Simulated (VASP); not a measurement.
# MgBe2Te2O (P4/mmm) in VASP: further runs

MgBe2Te2O is run at these levels: PBE; tasks: relaxation of cell and atoms, single point.

Everything below comes from runs of VASP 6.6.1. Logs are shortened: lines on timing, memory, paths and dates and some standing lists are left out, and cuts for length are marked.

## Step 1: The cell of the first run

Symmetry: P4/mmm, No. 123, tetragonal system. The conventional cell has a = 4.231 Å, b = 4.231 Å, c = 5.609 Å, α = 90.00°, β = 90.00°, γ = 90.00°. Within 3.7 Å of Mg (site symmetry 4/mmm) lie 2 O at 2.80 Å and 8 Te at 3.26 Å and 8 Be at 3.51 Å. Be (site symmetry mmm) has 2 O at 2.12 Å and 4 Te at 2.60 Å within 2.8 Å. Within 3.4 Å of Te (site symmetry 4mm) lie 2 Te at 2.57 to 3.04 Å and 4 Be at 2.60 Å and 4 Mg at 3.26 Å and 4 O at 3.36 Å. O (site symmetry 4/mmm) has 4 Be at 2.12 Å within 2.8 Å.

## Step 2: Relaxation of cell and atoms, PBE

Contents of INCAR:

```
SYSTEM = MgBe2Te2O
ALGO     = Normal         ! electronic algorithm
EDIFF    = 1E-6           ! SCF threshold, eV
EDIFFG   = -0.04          ! ionic threshold
ENCUT    = 600            ! plane-wave cutoff, eV
GGA      = PE             ! functional
IBRION   = 2              ! ionic algorithm
ISIF     = 3              ! what is computed and relaxed
ISMEAR   = 0              ! smearing method
LASPH    = .True.         ! aspherical terms in the spheres
LCHARG   = .False.        ! write CHGCAR
LREAL    = .False.        ! projectors in reciprocal space
LWAVE    = .False.        ! write WAVECAR
NELM     = 60             ! most SCF steps
NSW      = 90             ! ionic steps
PREC     = Accurate       ! precision mode
SIGMA    = 0.1            ! smearing width, eV
```

Contents of KPOINTS:

```
k-points
0
Gamma
  4 4 4
  0 0 0
```

Contents of POSCAR:

```
MgBe2Te2O
1.0
    4.2309887100      0.0000000000      0.0000000000
    0.0000000000      4.2309887100      0.0000000000
    0.0000000000      0.0000000000      5.6089285400
Mg Be Te O
1 2 2 1
Direct
    0.0000000000      0.0000000000      0.5000000000
    0.0000000000      0.5000000000      0.0000000000
    0.5000000000      0.0000000000      0.0000000000
    0.5000000000      0.5000000000      0.2710129900
    0.5000000000      0.5000000000      0.7289870100
    0.0000000000      0.0000000000      0.0000000000
```

Potentials or basis: VASP PAW PBE potentials, release 64 (Mg, Be, Te, O).

On the command line:

```console
$ cat potpaw_PBE.64/Mg/POTCAR potpaw_PBE.64/Be/POTCAR potpaw_PBE.64/Te/POTCAR potpaw_PBE.64/O/POTCAR > POTCAR
$ mpirun -np 1 vasp_std > vasp.out
```

OUTCAR:

```text
SYSTEM = MgBe2Te2O
   EDIFF = 1E-6
   EDIFFG = -0.04
   ENCUT = 600
   GGA = PE
   IBRION = 2
   ISIF = 3
   ISMEAR = 0
   LASPH = .True.
   LREAL = .False.
   NELM = 60
   NSW = 90
   PREC = Accurate

 ion  position               nearest neighbor table
   1  0.000  0.000  0.500-   6 2.80   6 2.80   4 3.26   5 3.26   4 3.26   5 3.26   4 3.26   5 3.26
                             4 3.26   5 3.26
   2  0.000  0.500  0.000-   6 2.12   6 2.12   4 2.60   5 2.60   4 2.60   5 2.60
   3  0.500  0.000  0.000-   6 2.12   6 2.12   4 2.60   4 2.60   5 2.60   5 2.60
   4  0.500  0.500  0.271-   5 2.57   3 2.60   2 2.60   3 2.60   2 2.60   5 3.04   1 3.26   1 3.26
                             1 3.26   1 3.26
   5  0.500  0.500  0.729-   4 2.57   3 2.60   2 2.60   3 2.60   2 2.60   4 3.04   1 3.26   1 3.26
                             1 3.26   1 3.26
   6  0.000  0.000  0.000-   2 2.12   3 2.12   2 2.12   3 2.12   1 2.80   1 2.80

  LATTYP: Found a simple tetragonal cell.
 ALAT       =     4.2309887100
 C/A-ratio  =     1.3256779737

  Lattice vectors:

 A1 = (   4.2309887100,   0.0000000000,   0.0000000000)
 A2 = (   0.0000000000,   4.2309887100,   0.0000000000)
 A3 = (   0.0000000000,   0.0000000000,   5.6089285400)

Analysis of symmetry for initial positions (statically):
=====================================================================
 Subroutine PRICEL returns:
 Original cell was already a primitive cell.

 Routine SETGRP: Setting up the symmetry group for a
 simple tetragonal supercell.

 Subroutine GETGRP returns: Found 16 space group operations
 (whereof 16 operations were pure point group operations)
 out of a pool of 16 trial point group operations.

The static configuration has the point symmetry D_4h.

Analysis of symmetry for dynamics (positions and initial velocities):
=====================================================================
 Subroutine PRICEL returns:
 Original cell was already a primitive cell.

 Routine SETGRP: Setting up the symmetry group for a
 simple tetragonal supercell.

 Subroutine GETGRP returns: Found 16 space group operations
 (whereof 16 operations were pure point group operations)
 out of a pool of 16 trial point group operations.

The dynamic configuration has the point symmetry D_4h.

 Subroutine INISYM returns: Found 16 space group operations
 (whereof 16 operations are pure point group operations),
 and found     1 'primitive' translations

----------------------------------------------------------------------------------------

                                     Primitive cell

  volume of cell :     100.4069

[... 110 lines left out ...]
  volume/ion in A,a.u.               =      16.73       112.93
  Fermi-wavevector in a.u.,A,eV,Ry     =   1.015993  1.919948 14.044501  1.032242
  Thomas-Fermi vector in A             =   2.149311
   LORBIT       =      0    0 simple, 1 ext, 2 COOP (PROOUT), +10 PAW based schemes
   GGA     = PE    functional components
   LHFCALC =     F    Hartree Fock is set to
   AEXX    =    0.0000 exact exchange contribution
   IVDW    =     0    specifies the selected vdW correction
   LEPSILON=     F    determine dielectric tensor
   LRPA    =     F    only Hartree local field effects (RPA)
 conjugate gradient relaxation of ions
 non-spin polarized calculation
 Gauss-broadening in eV      SIGMA  =   0.10
  energy-cutoff  :      600.00
  volume of cell :      100.41
 maximum number of plane-waves:      3374
 NGX is ok and might be reduce to    36
   NGX = 17   NGY = 17   NGZ = 23

--------------------------------------- Ionic step        1  -------------------------------------------

 number of electron      24.0000005 magnetization

 Free energy of the ion-electron system (eV)
  ---------------------------------------------------
  ext. energy  EPLUGINS =         0.00000000
  ---------------------------------------------------
  free energy    TOTEN  =       -20.21718369 eV

  energy without entropy =      -20.20160952  energy(sigma->0) =      -20.20939661

------------------------ aborting loop because EDIFF is reached ----------------------------------------

  FORCE on cell =-STRESS in cart. coord.  units (eV):
  Direction    XX          YY          ZZ          XY          YZ          ZX
  --------------------------------------------------------------------------------------
  -------------------------------------------------------------------------------------
  Total       -1.6702993     -1.6702993     13.7140471      0.0000000      0.0000000     -0.0000000
  in kB      -26.6527019    -26.6527019    218.8328809      0.0000000      0.0000000     -0.0000000
  external PRESSURE =      55.1758257 kB  Pullay stress =       0.0000000 kB
[... 101 lines left out ...]
  FREE ENERGIE OF THE ION-ELECTRON SYSTEM (eV)
  ---------------------------------------------------
  free  energy   TOTEN  =       -21.6954624363 eV

  energy  without entropy=      -21.6841996084  energy(sigma->0) =      -21.68983102

 E-fermi :   7.4256     XC(G=0): -10.0522

 val. band max:        7.3455919160   @ k =   0.2500   0.0000   0.2500
 cond. band min:       7.4516723307   @ k =   0.5000   0.0000   0.5000
 fundamental gap:      0.1060804147
 Fermi energy:         7.4255506113

 k-point     1 :       0.0000    0.0000    0.0000
  band No.  band energies     occupation
      1     -12.6280      2.00000
      2      -5.5847      2.00000
      3      -5.0162      2.00000
      4       0.2098      2.00000
      5       0.2098      2.00000
      6       0.5444      2.00000
[... 319 lines left out ...]
      3      -3.3343      2.00000
      4      -0.3264      2.00000
      5      -0.3264      2.00000
      6       2.2715      2.00000
[... 8 lines left out ...]
     15       8.2374      0.00000
     16       9.0154      0.00000

[... ionic steps 4 to 13 ...]

--------------------------------------- Ionic step       14  -------------------------------------------

 number of electron      24.0000002 magnetization

------------------------ aborting loop because EDIFF is reached ----------------------------------------
[... 75 lines left out ...]
--------------------------------------- Ionic step       16  -------------------------------------------

 number of electron      24.0000009 magnetization

 Free energy of the ion-electron system (eV)
  ---------------------------------------------------
  ext. energy  EPLUGINS =         0.00000000
  ---------------------------------------------------
  free energy    TOTEN  =       -23.66132153 eV

  energy without entropy =      -23.65546041  energy(sigma->0) =      -23.65839097

 E-fermi :   7.0280     XC(G=0):  -9.9409

 val. band max:        6.9519295085   @ k =   0.5000   0.0000   0.5000
 cond. band min:       7.1064613820   @ k =   0.2500   0.0000   0.0000
 fundamental gap:      0.1545318736
 Fermi energy:         7.0280440211

 k-point     1 :       0.0000    0.0000    0.0000
  band No.  band energies     occupation
      1     -12.6069      2.00000
      2      -5.7392      2.00000
      3      -5.1069      2.00000
      4       0.2201      2.00000
      5       0.2201      2.00000
      6       0.3651      2.00000
[... 364 lines left out ...]
  FREE ENERGIE OF THE ION-ELECTRON SYSTEM (eV)
  ---------------------------------------------------
  free  energy   TOTEN  =       -23.6613215275 eV

  energy  without entropy=      -23.6554604079  energy(sigma->0) =      -23.65839097

 reached required accuracy - stopping structural energy minimisation
```

CONTCAR:

```text
MgBe2Te2O
   1.00000000000000
     3.6482810274042663    0.0000000000000000   -0.0000000000000000
     0.0000000000000000    3.6482810274042663    0.0000000000000000
     0.0000000000000000   -0.0000000000000000    7.5860382888273250
  Mg              Be              Te              O
     1     2     2     1
Direct
     0.0000000000000000    0.0000000000000000    0.5000000000000000
     0.0000000000000000    0.5000000000000000    0.0000000000000000
     0.5000000000000000    0.0000000000000000    0.0000000000000000
     0.5000000000000000    0.5000000000000000    0.2690300544085885
     0.5000000000000000    0.5000000000000000    0.7309699455914117
     0.0000000000000000    0.0000000000000000    0.0000000000000000

  0.00000000E+00  0.00000000E+00  0.00000000E+00
  0.00000000E+00  0.00000000E+00  0.00000000E+00
  0.00000000E+00  0.00000000E+00  0.00000000E+00
  0.00000000E+00  0.00000000E+00  0.00000000E+00
  0.00000000E+00  0.00000000E+00  0.00000000E+00
  0.00000000E+00  0.00000000E+00  0.00000000E+00
```

Wall time 3.3 min (1 thread of Intel Xeon 6975P-C (Granite Rapids), shared host); peak memory 0.29 GiB.

Results:

- Free energy: -23.6613 eV
- Relaxed volume: 16.83 Å³/atom
- Relaxed cell: a = 3.648 Å, b = 3.648 Å, c = 7.586 Å, α = 90.00°, β = 90.00°, γ = 90.00°
- Space group after relaxing (to 0.05 Å): P4/mmm (No. 123)
- Energy gained by relaxing: 574.0 meV/atom
- Ionic steps: 16
- Pressure after relaxing: 0.0 GPa
- Largest force after relaxing: 0.005 eV/Å
- Band gap on the k mesh: zero (band 12 reaches 7.11 eV, above the bottom of band 13 at 6.71 eV)

Forces in eV/Å, atoms in the order of the input:
```
Mg   0.000  0.000  0.000
Be   0.000  0.000  0.000
Be   0.000  0.000  0.000
Te   0.000  0.000 -0.005
Te   0.000  0.000  0.005
O    0.000  0.000  0.000
```

Stress tensor (GPa, compression positive):
```
-0.12  0.00  0.00
 0.00 -0.12  0.00
 0.00  0.00  0.22
```

The path:
```
step  energy change (eV)  largest force (eV/Å)  pressure (GPa)  volume (Å³)
   1              0.0000                3.0591            5.52       100.41
   2             -1.2827                1.1488           -0.62       108.50
   3             -1.4783                2.0462           -1.87       111.94
   4             -1.3667                2.7311           -2.44       118.48
   5             -1.4569                2.5883           -2.37       115.80
   6             -2.5404                1.6782           -4.52       115.20
   7             -2.7602                0.4593           -4.69       111.58
   8             -2.8599                0.9251           -4.92       113.48
   9             -3.1221                1.2429            2.32       101.03
  10             -3.1222                1.2393            2.22       101.16
  11             -3.3430                0.6269            1.88        99.59
  12             -3.4059                0.1621            2.51        97.98
  13             -3.4096                0.0177            2.29        98.32
  14             -3.4270                0.0700           -2.03       103.63
  15             -3.4410                0.0245           -0.40       101.47
  16             -3.4441                0.0046            0.00       100.97
```

Final structure:
```xyz
6
Lattice="3.6483 0.0000 0.0000 0.0000 3.6483 0.0000 0.0000 0.0000 7.5860" Properties=species:S:1:pos:R:3 pbc="T T T"
Mg    0.0000    0.0000    3.7930
Be    0.0000    1.8241    0.0000
Be    1.8241    0.0000    0.0000
Te    1.8241    1.8241    2.0409
Te    1.8241    1.8241    5.5452
O     0.0000    0.0000    0.0000
```

Levels at points of the mesh, in eV from the Fermi level:
```csv
k point,band 8,band 9,band 10,band 11,band 12,band 13,band 14,band 15,band 16
"(0.00, 0.00, 0.00)",-1.36,-0.97,-0.97,-0.30,-0.30,0.67,2.23,2.62,3.09
"(0.50, 0.00, 0.00)",-3.56,-2.63,-1.62,-0.94,-0.81,0.54,2.52,3.53,3.68
"(0.50, 0.50, 0.00)",-4.24,-4.14,-4.00,-4.00,-0.47,-0.19,1.93,1.93,2.48
"(0.00, 0.00, 0.50)",-3.06,-0.99,-0.99,-0.37,-0.37,2.40,2.55,2.57,4.01
"(0.50, 0.00, 0.50)",-4.28,-3.65,-2.15,-0.61,-0.08,0.90,1.30,3.47,4.33
"(0.50, 0.50, 0.50)",-4.17,-3.93,-3.01,-3.01,-2.87,-0.13,1.01,1.01,1.72
```

Caveat: the k points lie up to 0.43 Å⁻¹ apart in the final cell; spin-orbit coupling is left out, which moves the levels of the heavy elements.

(Continued in part 2 of 2.)
